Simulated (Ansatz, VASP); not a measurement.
**ScAsS: VASP beside Ansatz**

Contents of INCAR:

```
ALGO     = Normal         # electronic algorithm
EDIFF    = 1E-6           # SCF threshold, eV
EDIFFG   = -0.04          # ionic threshold
ENCUT    = 600            # plane-wave cutoff, eV
GGA      = PE             # functional
IBRION   = 2              # ionic algorithm
ISIF     = 3              # what is computed and relaxed
ISMEAR   = 0              # smearing method
LASPH    = True           # aspherical terms in the spheres
LCHARG   = False          # write CHGCAR
LREAL    = False          # projectors in reciprocal space
LWAVE    = False          # write WAVECAR
NELM     = 60             # most SCF steps
NSW      = 90             # ionic steps
PREC     = Accurate       # precision mode
SIGMA    = 0.1            # smearing width, eV
```

The input KPOINTS:

```
k-points
0
Gamma
  4 4 4
```

The input POSCAR:

```
ScAsS
1.0
    3.8212632300      0.0000000000      0.0000000000
    0.0000000000      3.8212632300      0.0000000000
    0.0000000000      0.0000000000      4.0302704600
Sc As S
1 1 1
Direct
    0.0000000000      0.0000000000      0.0000000000
    0.5000000000      0.5000000000      0.5000000000
    0.5000000000      0.5000000000      0.0000000000
```

Input for Ansatz:

```yaml
crystal:
  lattice:
    - [3.82126323, 0.0, 0.0]
    - [0.0, 3.82126323, 0.0]
    - [0.0, 0.0, 4.03027046]
  atoms:
    - { symbol: Sc, position: [0.0, 0.0, 0.0] }
    - { symbol: As, position: [0.5, 0.5, 0.5] }
    - { symbol: S, position: [0.5, 0.5, 0.0] }
basis:
  ecutwfc: 420
kpoints:
  mp_grid: { grid: [4, 4, 4] }
hamiltonian:
  xc: pbe
scf:
  occupations: { method: gaussian, width: 0.1 }
  lower_state_search: "off"
output:
  forces: true
  stress: true
  eigenvalues: true
relax:
  adjacent_minimum: "off"
  f_tol: 0.04
  max_steps: 70
  cell: { stress_tol: 0.4 }
```

Change from the starting cell: species swapped into the MgNiH type (P4/mmm, No. 123).

Alike in both runs: task relaxation of cell and atoms; functional PBE; k mesh 4 × 4 × 4; occupations gaussian, width 0.1 eV; no spin polarisation.

|  | VASP | Ansatz |
| --- | --- | --- |
| version | VASP 6.6.1 | Ansatz 0.2.0 |
| potentials or method | VASP PAW PBE potentials, release 64 (Sc_sv, As, S), cutoff 600 eV | scalar-relativistic, plane waves, PAW |
| valence electrons in the cell | 22 | 32 |

Ansatz gave:

- gap on the k mesh at the Fermi level, each at its own relaxed structure (eV): none
- relaxed volume (Å³/atom): 21.84
- relaxed cell length with the largest relative difference (Å): 5.239

**Question.** Which values does VASP return?

**Answer.** gap on the k mesh at the Fermi level, each at its own relaxed structure (eV): none; relaxed volume (Å³/atom): 21.84; relaxed cell length with the largest relative difference (Å): 5.234.

A gap of «none» marks a metal or a gap that the smearing closes. VASP's potentials hold 22 valence electrons a cell and Ansatz's 32, so a difference there can come from the potentials and not from the codes.

The k mesh is coarse, so the values compare programs but aren't converged.
